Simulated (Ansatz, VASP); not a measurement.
# InSe in VASP and in Ansatz

File INCAR:

```
  PREC = Accurate
  ENCUT = 520
  EDIFF = 1E-8
  ISMEAR = -1
  SIGMA = 0.01
  LREAL = False
  LASPH = True
  NELM = 100
  ALGO = Normal
  ISIF = 2
  LWAVE = False
  LCHARG = False
  GGA = PE
  LEFG = True
  NBANDS = 27
```

Contents of KPOINTS:

```
regular mesh
0
Gamma
  7 7 7
```

File POSCAR:

```
InSe
1.0
    1.9999996503      1.1547003365      8.3166700000
   -1.9999996503      1.1547003365      8.3166700000
    0.0000000000     -2.3094006730      8.3166700000
In Se
2 2
Direct
    0.0000000000      0.0000000000      0.0000000000
    0.1122000000      0.1122000000      0.1122000000
    0.6155000000      0.6155000000      0.6155000000
    0.8300000000      0.8300000000      0.8300000000
```

Input for Ansatz:

```yaml
crystal:
  lattice:
    - [1.9999996503, 1.1547003365, 8.31667]
    - [-1.9999996503, 1.1547003365, 8.31667]
    - [0.0, -2.309400673, 8.31667]
  atoms:
    - { symbol: In, position: [0.0, 0.0, 0.0] }
    - { symbol: In, position: [0.1122, 0.1122, 0.1122] }
    - { symbol: Se, position: [0.6155, 0.6155, 0.6155] }
    - { symbol: Se, position: [0.83, 0.83, 0.83] }
kpoints:
  mp_grid: { grid: [7, 7, 7] }
  band_path:
    path:
      - [0.0, 0.0, 0.0]
      - [-0.5, -0.5, -0.5]
      - [-0.5, -0.1795180059, -0.8204819941]
      - [-0.1795180059, 0.1795180059, -0.5]
      - [0.0, 0.0, -0.5]
      - [0.0, 0.0, 0.0]
      - [0.0, 0.3397590029, -0.3397590029]
      - [-0.3397590029, 0.0, -0.6602409971]
      - [-0.5, 0.0, -0.5]
    npoints: 14
scf:
  occupations: { method: fermi_dirac, width: 0.01 }
hamiltonian:
  xc: pbe
  pseudopotentials: { kind: paw }
output:
  forces: true
  stress: true
  eigenvalues: true
  efg: { contact_densities: true }
  populations: true
  bader: true
  dos: { projected: true, de: 0.2, e_range: [-14, 8] }
  write_density: true
  write_potential: true
  elf: true
  volumetric_format: npy
```

Alike in both runs: task electric field gradients; functional PBE; k mesh 7 × 7 × 7; occupations fermi-dirac, width 0.01 eV; no spin polarisation.

|  | VASP | Ansatz |
| --- | --- | --- |
| version | VASP 6.6.1 | Ansatz 0.2.0 |
| potentials or method | VASP PAW PBE potentials, release 64 (In_d, Se) | PAW with Ansatz's default frozen-core files, scalar-relativistic |
| plane-wave cutoff (eV) | 520 | 420 |
| valence electrons in the cell | 38 | 58 |

```csv
,VASP,Ansatz,Ansatz less VASP
gap on the k mesh at the Fermi level (eV),0.73,0.74,+0.010
pressure (GPa),2.9,2.9,-0.05
"traceless stress, the component that is largest in VASP (GPa)",-0.47,-0.47,+0.003
rms of the force components (eV/Å),0.119,0.110,-0.0088
size of Vzz on the site where it differs most (V/Å²),62.0,64.1,+2.14
```

Atom by atom the forces differ by 0.009 eV/Å (rms over components). VASP's potentials hold 38 valence electrons a cell and Ansatz's 58, so a difference there can come from the potentials and not from the codes.
